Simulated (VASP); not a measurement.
# MgI2 (P-3m1) in VASP: notebook, part 2 of 2

VASP 6.6.1.

### 3 Single point, PBE

INCAR reads:

```
SYSTEM = MgI2
PREC = Accurate ; ENCUT = 520
EDIFF = 1E-7 ; ISMEAR = 0
SIGMA = 0.05 ; LREAL = .FALSE.
LASPH = .TRUE. ; NELM = 80
ALGO = Normal ; ISIF = 2
LWAVE = .FALSE. ; LCHARG = .FALSE.
GGA = PE ; NBANDS = 15
```

KPOINTS reads:

```
Automatic mesh
0
G
  6 6 4
  0 0 0
```

POSCAR reads:

```
MgI2
1.0
    4.2950988506      0.0000000000      0.0000000000
   -2.1475494253      3.7196647164      0.0000000000
    0.0000000000      0.0000000000      7.9749240755
Mg I
1 2
Direct
    0.0000000000      0.0000000000      0.0000000000
    0.3333333333      0.6666666667      0.7935475476
    0.6666666667      0.3333333333      0.2064524524
```

Potentials or basis: VASP PAW PBE potentials, release 64 (Mg, I).

Launch:

```
$ cat potpaw_PBE.64/Mg/POTCAR potpaw_PBE.64/I/POTCAR > POTCAR
$ mpirun -np 1 vasp_std > vasp.out
```

OUTCAR:

```text
SYSTEM = MgI2
   PREC = Accurate
   ENCUT = 520
   EDIFF = 1E-7
   ISMEAR = 0
   LREAL = .FALSE.
   LASPH = .TRUE.
   NELM = 80
   ISIF = 2
   GGA = PE

 ion  position               nearest neighbor table
   1  0.000  0.000  0.000-   2 2.98   3 2.98   3 2.98   2 2.98   3 2.98   2 2.98
   2  0.333  0.667  0.794-   1 2.98   1 2.98   1 2.98
   3  0.667  0.333  0.206-   1 2.98   1 2.98   1 2.98

  LATTYP: Found a hexagonal cell.
 ALAT       =     4.2950988506
 C/A-ratio  =     1.8567498334

  Lattice vectors:

 A1 = (   4.2950988506,   0.0000000000,   0.0000000000)
 A2 = (  -2.1475494253,   3.7196647164,   0.0000000000)
 A3 = (   0.0000000000,   0.0000000000,   7.9749240755)

Analysis of symmetry for initial positions (statically):
[... 33 lines left out ...]
                                     Primitive cell

  volume of cell :     127.4100

  direct lattice vectors                    reciprocal lattice vectors
     4.295098851  0.000000000  0.000000000     0.232823512  0.134420717  0.000000000
    -2.147549425  3.719664716  0.000000000     0.000000000  0.268841435  0.000000000
     0.000000000  0.000000000  7.974924075     0.000000000  0.000000000  0.125393043

  length of vectors
     4.295098851  4.295098851  7.974924075     0.268841435  0.268841435  0.125393043

  position of ions in fractional coordinates (direct lattice)
     0.000000000  0.000000000  0.000000000
     0.333333333  0.666666667  0.793547548
     0.666666667  0.333333333  0.206452452

  ion indices of the primitive-cell ions
   primitive index   ion index
                 1           1
                 2           2
                 3           3

----------------------------------------------------------------------------------------

 KPOINTS: Automatic mesh

Automatic generation of k-mesh.
 Grid dimensions read from file:
 generate k-points for:    6    6    4

 Generating k-lattice:

  Cartesian coordinates                     Fractional coordinates (reciprocal lattice)
     0.038803919  0.022403453  0.000000000     0.166666667  0.000000000  0.000000000
     0.000000000  0.044806906  0.000000000     0.000000000  0.166666667  0.000000000
     0.000000000  0.000000000  0.031348261     0.000000000  0.000000000  0.250000000

  Length of vectors
     0.044806906  0.044806906  0.031348261

  Shift w.r.t. Gamma in fractional coordinates (k-lattice)
[... 9 lines left out ...]
  0.000000  0.000000  0.000000      1.000000
  0.166667  0.000000  0.000000      6.000000
  0.333333  0.000000  0.000000      6.000000
  0.500000  0.000000  0.000000      3.000000
  0.166667  0.166667  0.000000      6.000000
  0.333333  0.166667  0.000000     12.000000
[... 22 lines left out ...]
   dimension x,y,z NGXF=    64 NGYF=   64 NGZF=  120
   ions per type =               1   2
   NGX,Y,Z   is equivalent  to a cutoff of  12.39, 12.39, 12.51 a.u.
   NGXF,Y,Z  is equivalent  to a cutoff of  24.77, 24.77, 25.02 a.u.
 SYSTEM =  MgI2
   PREC   = accura    normal or accurate (medium, high low for compatibility)
   ISTART =      0    job   : 0-new  1-cont  2-samecut
   ICHARG =      2    charge: 1-file 2-atom 10-const
   ISPIN  =      1    spin polarized calculation?
   LNONCOLLINEAR =      F non collinear calculations
   LSORBIT =      F    spin-orbit coupling
   LASPH  =      T    aspherical Exc in radial PAW
   ENCUT  =  520.0 eV  38.22 Ry    6.18 a.u.   7.99  7.99 14.83*2*pi/ulx,y,z
   NELM   =     80;   NELMIN=  2; NELMDL= -5     # of ELM steps
   EDIFF  = 0.1E-06   stopping-criterion for ELM
   LREAL  =      F    real-space projection
   EDIFFG = 0.1E-05   stopping-criterion for IOM
   NSW    =      0    number of steps for IOM
   IBRION =     -1    ionic relax: 0-MD 1-quasi-New 2-CG
[... 14 lines left out ...]
     AMIX     =   0.40;   BMIX     =  1.00
     AMIX_MAG =   1.60;   BMIX_MAG =  1.00
  volume/ion in A,a.u.               =      42.47       286.60
  Fermi-wavevector in a.u.,A,eV,Ry     =   0.819811  1.549218  9.144337  0.672090
  Thomas-Fermi vector in A             =   1.930682
   LORBIT       =      0    0 simple, 1 ext, 2 COOP (PROOUT), +10 PAW based schemes
   GGA     = PE    functional components
[... 6 lines left out ...]
 Gauss-broadening in eV      SIGMA  =   0.05
  energy-cutoff  :      520.00
  volume of cell :      127.41
 maximum number of plane-waves:      3456
   NGX = 15   NGY = 15   NGZ = 29

 number of electron      16.0000001 magnetization

 Free energy of the ion-electron system (eV)
  ---------------------------------------------------
  ext. energy  EPLUGINS =         0.00000000
  ---------------------------------------------------
  free energy    TOTEN  =        -7.72306232 eV

  energy without entropy =       -7.72306232  energy(sigma->0) =       -7.72306232

 E-fermi :   0.6364     XC(G=0):  -7.1629

 val. band max:        0.3791883439   @ k =   0.0000   0.0000   0.0000
 cond. band min:       4.0283987852   @ k =   0.0000   0.0000   0.0000
 fundamental gap:      3.6492104413
 Fermi energy:         0.6363779827

 k-point     1 :       0.0000    0.0000    0.0000
  band No.  band energies     occupation
      1     -11.1704      2.00000
      2     -10.6447      2.00000
      3      -2.3259      2.00000
      4       0.0901      2.00000
      5       0.0901      2.00000
      6       0.2497      2.00000
      7       0.3792      2.00000
      8       0.3792      2.00000
      9       4.0284      0.00000
     10       5.2412      0.00000
     11       6.9824      0.00000
     12       6.9824      0.00000
     13       7.3287      0.00000
     14       8.5181      0.00000
     15       8.5181      0.00000

 k-point     2 :       0.1667    0.0000    0.0000
  band No.  band energies     occupation
      1     -11.0586      2.00000
      2     -10.5884      2.00000
      3      -2.2304      2.00000
      4      -0.7808      2.00000
      5      -0.2737      2.00000
      6      -0.1767      2.00000
      7       0.2822      2.00000
      8       0.3366      2.00000
      9       4.7591      0.00000
     10       5.7869      0.00000
     11       6.5013      0.00000
     12       7.3856      0.00000
     13       7.6512      0.00000
     14       8.3521      0.00000
     15       8.8756      0.00000

 k-point     3 :       0.3333    0.0000    0.0000
  band No.  band energies     occupation
      1     -10.7976      2.00000
      2     -10.4888      2.00000
      3      -2.3872      2.00000
      4      -1.7737      2.00000
      5      -0.8857      2.00000
      6      -0.5572      2.00000
      7       0.1308      2.00000
      8       0.1601      2.00000
      9       4.4447      0.00000
     10       5.9152      0.00000
     11       6.7691      0.00000
     12       7.7348      0.00000
     13       7.7703      0.00000
     14       8.4271      0.00000
     15       9.1228      0.00000
[... 343 lines left out ...]
 k-point    23 :       0.3333    0.1667    0.5000
  band No.  band energies     occupation
      1     -10.6266      2.00000
      2     -10.4673      2.00000
      3      -2.5671      2.00000
      4      -1.9519      2.00000
      5      -1.2243      2.00000
      6      -0.7355      2.00000
      7      -0.2001      2.00000
      8       0.0663      2.00000
      9       4.6783      0.00000
     10       6.3613      0.00000
     11       6.9502      0.00000
     12       7.3009      0.00000
     13       7.5330      0.00000
     14       8.9754      0.00000
     15       9.3037      0.00000

 k-point    24 :       0.3333    0.3333    0.5000
  band No.  band energies     occupation
      1     -10.4970      2.00000
      2     -10.4970      2.00000
      3      -2.4537      2.00000
      4      -1.7856      2.00000
      5      -1.7856      2.00000
      6      -1.2299      2.00000
      7      -0.0536      2.00000
      8      -0.0536      2.00000
      9       5.0021      0.00000
     10       6.7189      0.00000
     11       6.7189      0.00000
     12       8.1979      0.00000
     13       8.5556      0.00000
     14       8.5713      0.00000
     15       8.9495      0.00000

------------------------ aborting loop because EDIFF is reached ----------------------------------------

  FORCE on cell =-STRESS in cart. coord.  units (eV):
  Direction    XX          YY          ZZ          XY          YZ          ZX
  --------------------------------------------------------------------------------------
  -------------------------------------------------------------------------------------
  Total       -0.7566211     -0.7566211     -0.1060997     -0.0000000     -0.0000000      0.0000000
  in kB       -9.5144900     -9.5144900     -1.3342004     -0.0000000     -0.0000000      0.0000000
  external PRESSURE =      -6.7877268 kB  Pullay stress =       0.0000000 kB

 VOLUME and BASIS-vectors are now :
 -----------------------------------------------------------------------------
  energy-cutoff  :      520.00
  volume of cell :      127.41
      direct lattice vectors                 reciprocal lattice vectors
     4.295098851  0.000000000  0.000000000     0.232823512  0.134420717  0.000000000
    -2.147549425  3.719664716  0.000000000     0.000000000  0.268841435  0.000000000
     0.000000000  0.000000000  7.974924075     0.000000000  0.000000000  0.125393043

 POSITION                                       TOTAL-FORCE (eV/Angst)
 -----------------------------------------------------------------------------------
      0.00000      0.00000      0.00000        -0.000000      0.000000      0.000000
     -0.00000      2.47978      6.32848        -0.000000      0.000000      0.024632
      2.14755      1.23989      1.64644         0.000000      0.000000     -0.024632
 -----------------------------------------------------------------------------------
    total drift:                               -0.000000      0.000000      0.000000

  FREE ENERGIE OF THE ION-ELECTRON SYSTEM (eV)
  ---------------------------------------------------
  free  energy   TOTEN  =        -7.7230623184 eV

  energy  without entropy=       -7.7230623184  energy(sigma->0) =       -7.72306232
```

OSZICAR:

```text
N       E                     dE             d eps       ncg     rms          rms(c)
DAV:   1     0.799487527957E+02    0.79949E+02   -0.55259E+03   720   0.812E+02
DAV:   2    -0.756730219407E+00   -0.80705E+02   -0.73967E+02  1012   0.131E+02
DAV:   3    -0.775797479606E+01   -0.70012E+01   -0.69585E+01   986   0.435E+01
DAV:   4    -0.791506650515E+01   -0.15709E+00   -0.15708E+00  1004   0.781E+00
DAV:   5    -0.791643194658E+01   -0.13654E-02   -0.13654E-02   980   0.748E-01    0.357E+00
DAV:   6    -0.775639113572E+01    0.16004E+00   -0.13635E-01   769   0.185E+00    0.246E+00
DAV:   7    -0.772479492269E+01    0.31596E-01   -0.13418E-01   804   0.180E+00    0.792E-01
DAV:   8    -0.772293889152E+01    0.18560E-02   -0.94457E-03   846   0.538E-01    0.254E-01
DAV:   9    -0.772307114651E+01   -0.13225E-03   -0.11644E-03   909   0.204E-01    0.868E-02
DAV:  10    -0.772305661531E+01    0.14531E-04   -0.40834E-05   895   0.421E-02    0.384E-02
DAV:  11    -0.772306156460E+01   -0.49493E-05   -0.11032E-05   874   0.222E-02    0.117E-02
DAV:  12    -0.772306194441E+01   -0.37981E-06   -0.11758E-06   923   0.628E-03    0.841E-03
DAV:  13    -0.772306259618E+01   -0.65177E-06   -0.31829E-07   860   0.325E-03    0.820E-03
DAV:  14    -0.772306238723E+01    0.20895E-06   -0.38855E-08   647   0.129E-03    0.341E-03
DAV:  15    -0.772306231837E+01    0.68861E-07   -0.11491E-08   444   0.566E-04
   1 F= -.77230623E+01 E0= -.77230623E+01  d E =-.216919E-14
```

It took 25 s on 1 thread of AMD EPYC 9R45 (Zen 5), shared host; peak memory 0.22 GiB.

What came out:

```
Free energy            : -7.7231 eV
Pressure               : -0.7 GPa
Largest force          : 0.025 eV/Å
Band gap on the k mesh : 3.65 eV, direct
```

Forces in eV/Å, atoms in the order of the input:
```
Mg   0.000  0.000  0.000
I    0.000  0.000  0.025
I    0.000  0.000 -0.025
```

Stress tensor (GPa, compression positive):
```
-0.95  0.00  0.00
 0.00 -0.95  0.00
 0.00  0.00 -0.13
```

Caveat: spin-orbit coupling is left out, which moves the levels of the heavy elements; this functional lacks dispersion, which binds the layers, so the pressure and a relaxed spacing across them are unreliable. As with any semilocal functional, this PBE gap is likely too small.
